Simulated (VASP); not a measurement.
# Zn5S3O2 in VASP: further runs

Runs on Zn5S3O2. Level: PBE. Tasks: single point.

All numbers are computed with VASP 6.6.1; they aren't measurements. Logs are shortened: lines on timing, memory, paths and dates and some standing lists are left out, and cuts for length are marked.

## 1. The cell of the first run

Symmetry: I-4m2, No. 119, tetragonal system. The conventional cell has a = 3.649 Å, b = 3.649 Å, c = 24.987 Å, α = 90.00°, β = 90.00°, γ = 90.00°. Zn (site symmetry 2mm) has 2 O at 2.07 Å and 2 S at 2.31 Å within 2.7 Å. Zn (site symmetry 2mm) has 2 O at 2.07 Å and 2 S at 2.32 Å within 2.7 Å. Within 3.1 Å of Zn (site symmetry -4m2) lie 4 S at 2.32 Å. Within 3.1 Å of S (site symmetry 2mm) lie 4 Zn at 2.32 Å. Within 3.1 Å of S (site symmetry -4m2) lie 4 Zn at 2.31 Å. O (site symmetry 2mm) has 4 Zn at 2.07 Å within 2.7 Å.

## 2. Single point, PBE

Input file INCAR:

```
SYSTEM = Zn5S3O2
ALGO = Normal ; EDIFF = 1E-6
ENCUT = 520 ; GGA = PE
ISIF = 2 ; ISMEAR = 0
LASPH = .TRUE. ; LCHARG = .FALSE.
LREAL = .FALSE. ; LWAVE = .FALSE.
NBANDS = 56 ; NELM = 60
PREC = Accurate ; SIGMA = 0.1
```

Input file KPOINTS:

```
k-points
0
G
  4 4 4
  0 0 0
```

Input file POSCAR:

```
Zn5S3O2
1.0
    0.0000000000     -3.6494618000      0.0000000000
    3.6494618000      0.0000000000      0.0000000000
   -1.8247309000      1.8247309000     12.4937143000
Zn S O
5 3 2
Direct
    0.6930920000      0.6930920000      0.3861840000
    0.1145140000      0.1145140000      0.2290280000
    0.5000000000      0.5000000000      0.0000000000
    0.8854860000      0.8854860000      0.7709720000
    0.3069080000      0.3069080000      0.6138160000
    0.0573120000      0.5573120000      0.1146240000
    0.4426880000      0.9426880000      0.8853760000
    0.2500000000      0.7500000000      0.5000000000
    0.8462830000      0.3462830000      0.6925660000
    0.6537170000      0.1537170000      0.3074340000
```

Potentials or basis: VASP PAW PBE potentials, release 64 (Zn, S, O).

On the command line:

```console
$ cat potpaw_PBE.64/Zn/POTCAR potpaw_PBE.64/S/POTCAR potpaw_PBE.64/O/POTCAR > POTCAR
$ mpirun -np 1 vasp_std > vasp.out
```

OUTCAR:

```text
SYSTEM = Zn5S3O2
   EDIFF = 1E-6
   ENCUT = 520
   GGA = PE
   ISIF = 2
   ISMEAR = 0
   LASPH = .TRUE.
   LREAL = .FALSE.
   NELM = 60
   PREC = Accurate

 ion  position               nearest neighbor table
   1  0.693  0.693  0.386-  10 2.07  10 2.07   8 2.31   8 2.31
   2  0.115  0.115  0.229-  10 2.07  10 2.07   6 2.32   6 2.32
   3  0.500  0.500  0.000-   6 2.32   7 2.32   6 2.32   7 2.32
   4  0.885  0.885  0.771-   9 2.07   9 2.07   7 2.32   7 2.32
   5  0.307  0.307  0.614-   9 2.07   9 2.07   8 2.31   8 2.31
   6  0.057  0.557  0.115-   2 2.32   2 2.32   3 2.32   3 2.32
   7  0.443  0.943  0.885-   4 2.32   4 2.32   3 2.32   3 2.32
   8  0.250  0.750  0.500-   5 2.31   1 2.31   5 2.31   1 2.31
   9  0.846  0.346  0.693-   4 2.07   4 2.07   5 2.07   5 2.07
  10  0.654  0.154  0.307-   2 2.07   2 2.07   1 2.07   1 2.07

  LATTYP: Found a body centered tetragonal cell.
 ALAT       =     3.6494618000
 C/A-ratio  =     6.8468804359

  Lattice vectors:

 A1 = (  -1.8247309000,  -1.8247309000, -12.4937143000)
 A2 = (   1.8247309000,   1.8247309000, -12.4937143000)
 A3 = (   1.8247309000,  -1.8247309000,  12.4937143000)

Analysis of symmetry for initial positions (statically):
=====================================================================
 Subroutine PRICEL returns:
 Original cell was already a primitive cell.

 Routine SETGRP: Setting up the symmetry group for a
 body centered tetragonal supercell.

 Subroutine GETGRP returns: Found  8 space group operations
 (whereof  8 operations were pure point group operations)
 out of a pool of 16 trial point group operations.

The static configuration has the point symmetry D_2d.

Analysis of symmetry for dynamics (positions and initial velocities):
=====================================================================
 Subroutine PRICEL returns:
 Original cell was already a primitive cell.

 Routine SETGRP: Setting up the symmetry group for a
 body centered tetragonal supercell.

 Subroutine GETGRP returns: Found  8 space group operations
 (whereof  8 operations were pure point group operations)
 out of a pool of 16 trial point group operations.

The dynamic configuration has the point symmetry D_2d.

 Subroutine INISYM returns: Found  8 space group operations
 (whereof  8 operations are pure point group operations),
 and found     1 'primitive' translations

[... 103 lines left out ...]
   NFREE  =      0    steps in history (QN), initial steepest desc. (CG)
   ISIF   =      2    stress and relaxation
   ISYM   =      2    0-nonsym 1-usesym 2-fastsym
   POTIM  = 0.5000    time-step for ionic-motion
   TEBEG  =    0.0;   TEEND  =   0.0 temperature during run
   PSTRESS=    0.0 pullay stress
   NELECT =      90.0000    total number of electrons
   NUPDOWN=      -1.0000    fix difference up-down
   EMIN   =  10.00;   EMAX   =-10.00  energy-range for DOS
   EFERMI =   0.00;   METHOD = LEGACY
   ISMEAR =     0;   SIGMA  =   0.10  broadening in eV -4-tet -1-fermi 0-gaus
   EFERMI_NEDOS =   21; number of points for ismear=-14 and -15
   IALGO  =     38    algorithm
   IMIX   =      4    mixing-type and parameters
     AMIX     =   0.40;   BMIX     =  1.00
     AMIX_MAG =   1.60;   BMIX_MAG =  1.00
  volume/ion in A,a.u.               =      16.64       112.29
  Fermi-wavevector in a.u.,A,eV,Ry     =   1.333847  2.520605 24.206766  1.779147
  Thomas-Fermi vector in A             =   2.462674
   LORBIT       =      0    0 simple, 1 ext, 2 COOP (PROOUT), +10 PAW based schemes
   GGA     = PE    functional components
   LHFCALC =     F    Hartree Fock is set to
   AEXX    =    0.0000 exact exchange contribution
   IVDW    =     0    specifies the selected vdW correction
   LEPSILON=     F    determine dielectric tensor
   LRPA    =     F    only Hartree local field effects (RPA)
 non-spin polarized calculation
 Gauss-broadening in eV      SIGMA  =   0.10
  energy-cutoff  :      520.00
  volume of cell :      166.40
 maximum number of plane-waves:      4514
   NGX = 13   NGY = 13   NGZ = 47

 number of electron      89.9999963 magnetization

 Free energy of the ion-electron system (eV)
  ---------------------------------------------------
  ext. energy  EPLUGINS =         0.00000000
  ---------------------------------------------------
  free energy    TOTEN  =       -37.48286786 eV

  energy without entropy =      -37.48286786  energy(sigma->0) =      -37.48286786

 E-fermi :   2.3225     XC(G=0): -10.0271

 val. band max:        1.8992453634   @ k =   0.0000   0.0000   0.0000
 cond. band min:       2.7305902508   @ k =   0.0000   0.0000   0.0000
 fundamental gap:      0.8313448874
 Fermi energy:         2.3225113407

 k-point     1 :       0.0000    0.0000    0.0000
  band No.  band energies     occupation
      1     -15.4738      2.00000
      2     -15.4581      2.00000
      3     -11.0238      2.00000
      4     -10.7015      2.00000
      5     -10.4303      2.00000
      6      -4.5475      2.00000
[... 756 lines left out ...]
     55       9.3972      0.00000
     56       9.5813      0.00000

------------------------ aborting loop because EDIFF is reached ----------------------------------------

  FORCE on cell =-STRESS in cart. coord.  units (eV):
  Direction    XX          YY          ZZ          XY          YZ          ZX
  --------------------------------------------------------------------------------------
  -------------------------------------------------------------------------------------
  Total        0.5474807      0.5474807      0.1599468      0.0000000      0.0000000      0.0000000
  in kB        5.2714515      5.2714515      1.5400571      0.0000000      0.0000000      0.0000000
  external PRESSURE =       4.0276534 kB  Pullay stress =       0.0000000 kB

 VOLUME and BASIS-vectors are now :
 -----------------------------------------------------------------------------
  energy-cutoff  :      520.00
  volume of cell :      166.40
      direct lattice vectors                 reciprocal lattice vectors
     0.000000000 -3.649461800  0.000000000     0.000000000 -0.274013007  0.040020124
     3.649461800  0.000000000  0.000000000     0.274013007  0.000000000  0.040020124
    -1.824730900  1.824730900 12.493714300     0.000000000  0.000000000  0.080040249

 POSITION                                       TOTAL-FORCE (eV/Angst)
 -----------------------------------------------------------------------------------
      1.82473     -1.82473      4.82487        -0.000000     -0.000000      0.023763
      0.00000      0.00000      2.86141         0.000000     -0.000000     -0.029686
      1.82473     -1.82473      0.00000        -0.000000     -0.000000      0.000000
      1.82473     -1.82473      9.63230        -0.000000      0.000000      0.029686
      0.00000      0.00000      7.66884        -0.000000     -0.000000     -0.023763
      1.82473     -0.00000      1.43208         0.000000     -0.000000      0.004943
      1.82473      0.00000     11.06163        -0.000000      0.000000     -0.004943
      1.82473      0.00000      6.24686        -0.000000     -0.000000      0.000000
      0.00000     -1.82473      8.65272         0.000000     -0.000000     -0.002742
      0.00000     -1.82473      3.84099        -0.000000      0.000000      0.002742
 -----------------------------------------------------------------------------------
    total drift:                                0.000030      0.000030     -0.000000

  FREE ENERGIE OF THE ION-ELECTRON SYSTEM (eV)
  ---------------------------------------------------
  free  energy   TOTEN  =       -37.4828678617 eV

  energy  without entropy=      -37.4828678616  energy(sigma->0) =      -37.48286786
```

OSZICAR:

```text
N       E                     dE             d eps       ncg     rms          rms(c)
DAV:   1     0.855813843038E+03    0.85581E+03   -0.41443E+04  1456   0.205E+03
DAV:   2     0.965313980260E+02   -0.75928E+03   -0.72425E+03  1464   0.501E+02
DAV:   3    -0.344876500398E+02   -0.13102E+03   -0.12844E+03  1600   0.182E+02
DAV:   4    -0.424115960292E+02   -0.79239E+01   -0.78735E+01  1712   0.471E+01
DAV:   5    -0.425298086803E+02   -0.11821E+00   -0.11815E+00  1656   0.584E+00    0.183E+01
DAV:   6    -0.373235814353E+02    0.52062E+01   -0.16107E+01  2400   0.604E+01    0.127E+01
DAV:   7    -0.375244549322E+02   -0.20087E+00   -0.62913E+00  1608   0.139E+01    0.832E+00
DAV:   8    -0.376376969194E+02   -0.11324E+00   -0.22930E+00  2176   0.135E+01    0.302E+00
DAV:   9    -0.374681942048E+02    0.16950E+00   -0.66592E-01  2120   0.118E+01    0.793E-01
DAV:  10    -0.374833553833E+02   -0.15161E-01   -0.19513E-01  1616   0.257E+00    0.396E-01
DAV:  11    -0.374827360258E+02    0.61936E-03   -0.18781E-02  1984   0.116E+00    0.199E-01
DAV:  12    -0.374828125315E+02   -0.76506E-04   -0.35881E-03  1784   0.678E-01    0.168E-01
DAV:  13    -0.374828858360E+02   -0.73305E-04   -0.61379E-04  1736   0.244E-01    0.559E-02
DAV:  14    -0.374828623708E+02    0.23465E-04   -0.25406E-04  1944   0.216E-01    0.116E-02
DAV:  15    -0.374828668750E+02   -0.45042E-05   -0.59232E-05  1904   0.576E-02    0.111E-02
DAV:  16    -0.374828679935E+02   -0.11185E-05   -0.88357E-06  1696   0.408E-02    0.586E-03
DAV:  17    -0.374828678617E+02    0.13185E-06   -0.19519E-06  1144   0.166E-02
   1 F= -.37482868E+02 E0= -.37482868E+02  d E =-.840918E-10
```

Wall time 2.5 min (1 thread of AMD EPYC 7R43 (Zen 3), shared host); peak memory 0.26 GiB.

Results:

* Free energy: -37.4829 eV
* Pressure: 0.4 GPa
* Largest force: 0.030 eV/Å
* Band gap on the k mesh: 0.83 eV, direct

Forces in eV/Å, atoms in the order of the input:
```
Zn   0.000  0.000  0.024
Zn   0.000  0.000 -0.030
Zn   0.000  0.000  0.000
Zn   0.000  0.000  0.030
Zn   0.000  0.000 -0.024
S    0.000  0.000  0.005
S    0.000  0.000 -0.005
S    0.000  0.000  0.000
O    0.000  0.000 -0.003
O    0.000  0.000  0.003
```

Levels at points of the mesh, in eV from the valence-band top:
| k point | band 42 | band 43 | band 44 | band 45 | band 46 | band 47 | band 48 | band 49 |
| --- | --- | --- | --- | --- | --- | --- | --- | --- |
| (0.00, 0.00, 0.00) | -0.46 | -0.24 | 0.00 | 0.00 | 0.83 | 3.13 | 4.21 | 4.44 |
| (0.50, 0.00, 0.00) | -0.96 | -0.45 | -0.41 | -0.35 | 2.69 | 3.55 | 4.47 | 4.91 |
| (0.50, 0.50, 0.00) | -2.34 | -2.22 | -2.11 | -2.02 | 3.65 | 4.15 | 4.47 | 4.73 |
| (0.00, 0.00, 0.50) | -0.31 | -0.31 | -0.08 | -0.08 | 1.71 | 2.21 | 4.33 | 4.65 |

Caveat: the k points lie up to 0.43 Å⁻¹ apart.

## 3. Single point, PBE

Input file INCAR:

```
PREC = Accurate
ENCUT = 520
EDIFF = 1E-6
ISMEAR = 0
SIGMA = 0.1
LREAL = False
LASPH = True
NELM = 100
ALGO = Normal
ISIF = 2
LWAVE = False
LCHARG = False
GGA = PE
NBANDS = 56
```

Input file KPOINTS:

```
regular mesh
0
Gamma
  4 4 4
```

Input file POSCAR:

```
Zn5S3O2
1.0
   -0.0061353197     -3.6605840523      0.0007153672
    3.6612747152      0.0060764286      0.0010705677
   -1.8232261623      1.8236425104     12.4137209621
Zn S O
5 3 2
Direct
    0.6929042810      0.6929317682      0.3860177876
    0.1146337871      0.1147032445      0.2294214878
    0.4997613910      0.4999549492     -0.0000224659
    0.8857533583      0.8848297745      0.7705471584
    0.3073760083      0.3070992842      0.6140177749
    0.0570722902      0.5575469028      0.1148857842
    0.4426815583      0.9426262844      0.8850941221
    0.2498267723      0.7501916088      0.5000189226
    0.8464842625      0.3463067517      0.6926247719
    0.6535062910      0.1538094317      0.3073946564
```

Potentials or basis: VASP PAW PBE potentials, release 64 (Zn, S, O).

On the command line:

```console
$ cat potpaw_PBE.64/Zn/POTCAR potpaw_PBE.64/S/POTCAR potpaw_PBE.64/O/POTCAR > POTCAR
$ mpirun -np 1 vasp_std > vasp.out
```

OUTCAR:

```text
PREC = Accurate
   ENCUT = 520
   EDIFF = 1E-6
   ISMEAR = 0
   LREAL = False
   LASPH = True
   NELM = 100
   ISIF = 2
   GGA = PE

 ion  position               nearest neighbor table
   1  0.693  0.693  0.386-  10 2.07  10 2.07   8 2.31   8 2.31
   2  0.115  0.115  0.229-  10 2.07  10 2.07   6 2.32   6 2.32
   3  0.500  0.500  1.000-   7 2.32   6 2.32   6 2.32   7 2.32
   4  0.886  0.885  0.771-   9 2.07   9 2.07   7 2.32   7 2.32
   5  0.307  0.307  0.614-   9 2.07   9 2.07   8 2.31   8 2.31
[... 1641 lines left out ...]
  Total        0.3589274      0.3842352      0.3477543     -0.0838962      0.0203056     -0.0317388
  in kB        3.4562298      3.6999262      3.3486395     -0.8078642      0.1955295     -0.3056231
  external PRESSURE =       3.5015985 kB  Pullay stress =       0.0000000 kB

 VOLUME and BASIS-vectors are now :
 -----------------------------------------------------------------------------
  energy-cutoff  :      520.00
  volume of cell :      166.39
      direct lattice vectors                 reciprocal lattice vectors
    -0.006135320 -3.660584052  0.000715367     0.000441618 -0.273173335  0.040195496
     3.661274715  0.006076429  0.001070568     0.273117916 -0.000449907  0.040179427
    -1.823226162  1.823642510 12.413720962    -0.000023579  0.000015781  0.080550242

 POSITION                                       TOTAL-FORCE (eV/Angst)
 -----------------------------------------------------------------------------------
      1.82896     -1.82827      4.79315        -0.000989      0.000191      0.018386
      0.00097     -0.00055      2.84818        -0.000474     -0.001057     -0.037738
      0.00422     -0.00278     12.41433        -0.001554     -0.000237     -0.000048
      1.82929     -1.83180      9.56694         0.003614      0.005649      0.038637
      0.00300     -0.00356      7.62279        -0.002160     -0.000758     -0.021556
      1.83152      0.00398      1.42680         0.001612     -0.001688     -0.004580
      1.83477     -0.00065     10.98864         0.001793     -0.002406      0.005894
      1.83348      0.00190      6.20808         0.001949      0.000344      0.001172
     -0.00008     -1.83342      8.59903        -0.003000      0.000050     -0.021657
     -0.00132     -1.83070      3.81654        -0.000793     -0.000087      0.021489
 -----------------------------------------------------------------------------------
    total drift:                                0.000335      0.000342     -0.000121

  FREE ENERGIE OF THE ION-ELECTRON SYSTEM (eV)
  ---------------------------------------------------
  free  energy   TOTEN  =       -37.4835358081 eV

  energy  without entropy=      -37.4835358080  energy(sigma->0) =      -37.48353581
```

It took 7.6 min on 1 thread of AMD EPYC 7R43 (Zen 3), shared host; peak memory 0.37 GiB.

What came out:

| Item | Value |
| --- | --- |
| Free energy | -37.4835 eV |
| Pressure | 0.4 GPa |
| Largest force | 0.039 eV/Å |
| Band gap on the k mesh | 0.85 eV, direct |

Forces on the atoms (eV/Å):
```
Zn  -0.001  0.000  0.018
Zn   0.000 -0.001 -0.038
Zn  -0.002  0.000  0.000
Zn   0.004  0.006  0.039
Zn  -0.002 -0.001 -0.022
S    0.002 -0.002 -0.005
S    0.002 -0.002  0.006
S    0.002  0.000  0.001
O   -0.003  0.000 -0.022
O   -0.001  0.000  0.021
```

Stress tensor (GPa, compression positive):
```
 0.35 -0.08 -0.03
-0.08  0.37  0.02
-0.03  0.02  0.33
```

Levels at points of the mesh, in eV from the valence-band top:
```
           k point  band 41  band 42  band 43  band 44  band 45  band 46  band 47  band 48  band 49  band 50
(0.00, 0.00, 0.00)    -0.47    -0.47    -0.22    -0.01     0.00     0.85     3.18     4.23     4.43     4.68
(0.50, 0.00, 0.00)    -1.30    -0.93    -0.47    -0.43    -0.37     2.69     3.56     4.49     4.91     5.17
(0.00, 0.50, 0.00)    -1.30    -0.93    -0.47    -0.43    -0.37     2.69     3.56     4.49     4.91     5.17
(0.50, 0.50, 0.00)    -2.44    -2.31    -2.19    -2.06    -2.00     3.68     4.18     4.49     4.76     5.04
(0.00, 0.00, 0.50)    -0.87    -0.32    -0.31    -0.09    -0.08     1.75     2.24     4.31     4.68     4.90
(0.50, 0.00, 0.50)    -1.30    -0.93    -0.47    -0.43    -0.37     2.69     3.56     4.49     4.91     5.17
(0.00, 0.50, 0.50)    -1.29    -0.93    -0.47    -0.43    -0.37     2.69     3.57     4.49     4.91     5.17
(0.50, 0.50, 0.50)    -2.43    -2.30    -2.18    -2.07    -2.01     3.67     4.20     4.51     4.76     5.04
```

Caveat: the k points lie up to 0.43 Å⁻¹ apart. Expect the measured gap to be larger: semilocal functionals such as PBE lack the derivative discontinuity.
